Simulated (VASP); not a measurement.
Input of a VASP 6.6.1 run:

File POSCAR:

```
Cu
1.0
   -1.4710905692      1.4710905692      1.4030702911
    1.4710905692     -1.4710905692      1.4030702911
    1.4710905692      1.4710905692     -1.4030702911
Cu
1
Direct
    0.0000000000      0.0000000000      0.0000000000
```

File INCAR.step1:

```
SYSTEM = Cu
PREC = Accurate
ENCUT = 520
EDIFF = 1E-5
ISMEAR = -1
SIGMA = 0.05
LREAL = .False.
LASPH = .True.
NELM = 100
ALGO = Normal
ISIF = 2
LWAVE = .True.
GGA = PE
NBANDS = 12
```

Contents of INCAR.step2:

```
SYSTEM = Cu
PREC = Accurate
ENCUT = 520
EDIFF = 1E-6
ISMEAR = -1
SIGMA = 0.05
LREAL = .False.
LASPH = .True.
NELM = 100
ALGO = Normal
ISIF = 2
LWAVE = .False.
LCHARG = .True.
GGA = PE
LHFCALC = .True.
HFSCREEN = 0.2079
PRECFOCK = Normal
LELF = .True.
LVHAR = .True.
ISTART = 1
NBANDS = 12
```

Contents of KPOINTS:

```
regular mesh
0
Gamma
  8 8 8
  0 0 0
```

Potentials or basis: VASP PAW PBE potentials, release 64 (Cu).

The run is started by

```sh
$ cat potpaw_PBE.64/Cu/POTCAR > POTCAR
$ cp INCAR.step1 INCAR
$ mpirun -np 1 vasp_std > vasp.out
$ cp INCAR.step2 INCAR
$ mpirun -np 1 vasp_std > vasp.out
```

Q: Predict the band gap on the k mesh.

A: Zero (an odd number of electrons rules out a gap without spin polarisation).

Q: Estimate the pressure.

A: -0.9 GPa.

Stress tensor (GPa, compression positive):
```
-0.67  0.00  0.00
 0.00 -0.67  0.00
 0.00  0.00 -1.34
```

Caveat: the k points lie up to 0.39 Å⁻¹ apart, too coarse for converged energies and pressures of a metal; the PAW data sets were made with another functional, which shifts forces and pressure a little.
